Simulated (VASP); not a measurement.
Write the native input for VASP 6.6.1 that does the following.

```yaml
Task: single point
Functional: PBE
Potentials_or_basis: VASP PAW PBE potentials, release 64 (Ta_pv, N)
Cutoff: 520 eV
k_mesh: 5 × 5 × 7
Occupations: fermi-dirac, width 0.05 eV
Spin: no spin polarisation
Dipole_correction: no
Further_INCAR_settings: ALGO = Normal; EDIFF = 1e-06; NBANDS = 33
```

The structure of TaN lies in POSCAR:

```
TaN
1.0
    5.3986400000      0.0000000000      0.0000000000
   -2.6993200000      4.4955378710      0.0000000000
    0.0000000000      0.0000000000      2.9080000000
Ta N
3 3
Direct
    0.6682657293      0.3365314587      0.5000000000
    0.3317342707      0.6634685413      0.5000000000
    0.0000000000      0.0000000000      0.0000000000
    0.0000000000      0.5000000000      0.0000000000
    0.5000000000      0.5000000000      0.0000000000
    0.5000000000      0.0000000000      0.0000000000
```

The input as run:

INCAR

```
SYSTEM = TaN
  PREC = Accurate
  ENCUT = 520
  EDIFF = 1E-6
  ISMEAR = -1
  SIGMA = 0.05
  LREAL = .FALSE.
  LASPH = .TRUE.
  NELM = 80
  ALGO = Normal
  ISIF = 2
  LWAVE = .FALSE.
  LCHARG = .TRUE.
  GGA = PE
  LELF = .TRUE.
  LVHAR = .TRUE.
  NBANDS = 33
```

KPOINTS

```
Automatic mesh
0
G
  5 5 7
  0 0 0
```

Potentials or basis: VASP PAW PBE potentials, release 64 (Ta_pv, N).

Command:

```sh
$ cat potpaw_PBE.64/Ta_pv/POTCAR potpaw_PBE.64/N/POTCAR > POTCAR
$ mpirun -np 1 vasp_std > vasp.out
```

It gave:

- Pressure: -0.4 GPa
- Largest force: 0.005 eV/Å
- Band gap on the k mesh: zero (band 24 reaches 8.34 eV, above the bottom of band 25 at 6.85 eV)

Caveat: spin-orbit coupling is left out, which moves the levels of the heavy elements.

Run time: 2.5 min on 1 thread of Intel Xeon 8259CL, with other jobs on the host, peak memory 0.22 GiB.
